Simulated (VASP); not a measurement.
A run of VASP 6.6.1:

Contents of INCAR:

```
SYSTEM = Ti3C
PREC = Accurate
ENCUT = 520
EDIFF = 1E-6
ISMEAR = 0
SIGMA = 0.1
LREAL = .False.
LASPH = .True.
NELM = 60
ALGO = Normal
ISIF = 2
LWAVE = .False.
LCHARG = .False.
LDIPOL = .True.
IDIPOL = 3
DIPOL = 0.5 0.5 0.355
GGA = PE
IBRION = 2
NSW = 36
EDIFFG = -0.025
```

The input KPOINTS:

```
Automatic mesh
0
Gamma
  10 10 1
  0 0 0
```

POSCAR

```
Ti3C
1.0
    2.8192036111      0.0000000000      0.0000000000
   -0.9397345370      2.6579706546      0.0000000000
    0.0000000000      0.0000000000     19.8263803360
Ti C
3 1
Selective dynamics
Direct
    0.5000000000      0.5000000000      0.2017514005  F F F
    0.0000000000      0.0000000000      0.3111715305  F F F
    0.5000000000      0.5000000000      0.4199647235  F F F
    0.8333333333      1.1666666667      0.4855339287  F F T
```

Potentials or basis: VASP PAW PBE potentials, release 64 (Ti_sv, C).

Command:

```sh
$ cat potpaw_PBE.64/Ti_sv/POTCAR potpaw_PBE.64/C/POTCAR > POTCAR
$ mpirun -np 1 vasp_std > vasp.out
```

Hardware: 1 thread of Intel Xeon 8259CL, on a shared host.

Estimate the wall time of this run.

Run time: 12 min on 1 thread of Intel Xeon 8259CL (shared host), peak memory 0.34 GiB. Counts: scf iterations 76, k points 31, ion steps 4.
